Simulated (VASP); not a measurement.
# CuSi16 (a cell with a defect): single point with PBE

CuSi16 (a cell with a defect):

```
Si Cu
1.0
     0.00000    5.43000    5.43000
     5.43000    0.00000    5.43000
     5.43000    5.43000    0.00000
Si Cu
16 1
Direct
  0.99697 0.01395 0.99282
  0.13385 0.11717 0.12498
  0.99789 0.01316 0.49747
  0.12035 0.13910 0.62086
  0.00577 0.50530 0.99563
  0.11838 0.63961 0.12406
  0.99598 0.51253 0.49705
  0.12037 0.63862 0.61945
  0.51350 0.96080 0.01255
  0.62463 0.11671 0.12475
  0.49222 0.01345 0.49729
  0.62567 0.11735 0.63211
  0.49390 0.50470 0.99477
  0.63745 0.58936 0.13499
  0.49630 0.50570 0.50319
  0.62302 0.63898 0.61877
  0.39001 0.33213 0.88590
```

```json
{"Program": "VASP 6.6.1", "Task": "single point", "Functional": "PBE", "Potentials or basis": "VASP PAW PBE potentials, release 64 (Si, Cu)", "Cutoff": "520 eV", "k mesh": "2 × 2 × 2", "Occupations": "gaussian, width 0.05 eV", "Spin": "no spin polarisation"}
```

```json
{"Largest force": "0.027 eV/Å"}
```

Forces in eV/Å, atoms in the order of the input:
```
Si   0.000 -0.003 -0.006
Si   0.014  0.004 -0.012
Si  -0.014 -0.005  0.005
Si   0.008  0.006  0.003
Si  -0.012 -0.016 -0.008
Si  -0.010  0.015 -0.004
Si  -0.006 -0.009  0.001
Si   0.014 -0.002 -0.001
Si  -0.013 -0.010  0.004
Si   0.025  0.006  0.009
Si  -0.020 -0.007  0.006
Si  -0.001  0.017 -0.013
Si  -0.006  0.005  0.007
Si   0.004 -0.004  0.004
Si  -0.012 -0.012  0.000
Si   0.014  0.013 -0.001
Cu   0.015  0.000  0.006
```

Levels at points of the mesh, in eV from the Fermi level:
```csv
k point,band 34,band 35,band 36,band 37,band 38,band 39,band 40,band 41
"(0.00, 0.00, 0.00)",-0.88,-0.65,-0.20,-0.18,0.18,0.61,0.61,0.63
"(0.50, 0.00, 0.00)",-0.89,-0.84,-0.76,-0.67,0.59,1.08,1.28,1.33
"(0.00, 0.50, 0.00)",-0.92,-0.91,-0.73,-0.72,0.42,1.26,1.33,1.34
"(0.00, 0.00, 0.50)",-0.90,-0.84,-0.76,-0.69,0.59,1.09,1.28,1.32
"(0.50, 0.50, 0.50)",-0.89,-0.84,-0.76,-0.66,0.58,1.08,1.28,1.33
"(0.50, 0.50, 0.00)",-1.52,-1.44,-1.41,-0.96,0.67,1.06,2.02,2.07
"(0.00, 0.50, 0.50)",-1.52,-1.43,-1.41,-0.95,0.67,1.06,2.02,2.07
"(0.50, 0.00, 0.50)",-1.52,-1.44,-1.41,-0.96,0.67,1.06,2.02,2.07
```

Wall time 4.9 min on 1 thread of Intel(R) Xeon(R) 6975P-C (Granite Rapids) (shared host), peak memory 0.48 GiB.

Caveat: the k points lie up to 0.50 Å⁻¹ apart; the cell carries a net charge on a neutralising background, which shifts energy and pressure; the cell is charged against a uniform background, so pressure and absolute levels hang on convention.
